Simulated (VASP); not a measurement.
A run of VASP 6.6.1:

File INCAR:

```
SYSTEM = TiC
ALGO = Normal
EDIFF = 1E-6
ENCUT = 520
GGA = PE
ISIF = 2
ISMEAR = -1
LASPH = .True.
LCHARG = .False.
LREAL = .False.
LWAVE = .False.
NBANDS = 15
NELM = 80
PREC = Accurate
SIGMA = 0.03
```

File KPOINTS:

```
k-points
0
Gamma
  14 14 14
  0 0 0
```

Contents of POSCAR:

```
TiC
1.0
    0.0000000000      2.1640000000      2.1640000000
    2.1640000000      0.0000000000      2.1640000000
    2.1640000000      2.1640000000      0.0000000000
Ti C
1 1
Direct
    0.0000000000      0.0000000000      0.0000000000
    0.5000000000      0.5000000000      0.5000000000
```

Potentials or basis: VASP PAW PBE potentials, release 64 (Ti_sv, C).

Run with:

```console
$ cat potpaw_PBE.64/Ti_sv/POTCAR potpaw_PBE.64/C/POTCAR > POTCAR
$ mpirun -np 1 vasp_std > vasp.out
```

Hardware: 1 thread of Intel Xeon 8259CL (shared host).

Task: Estimate the wall time of this run.

Result: It took 34 s on 1 thread of Intel Xeon 8259CL, on a shared host, peak memory 0.16 GiB. Counts: scf iterations 14, k points 104.
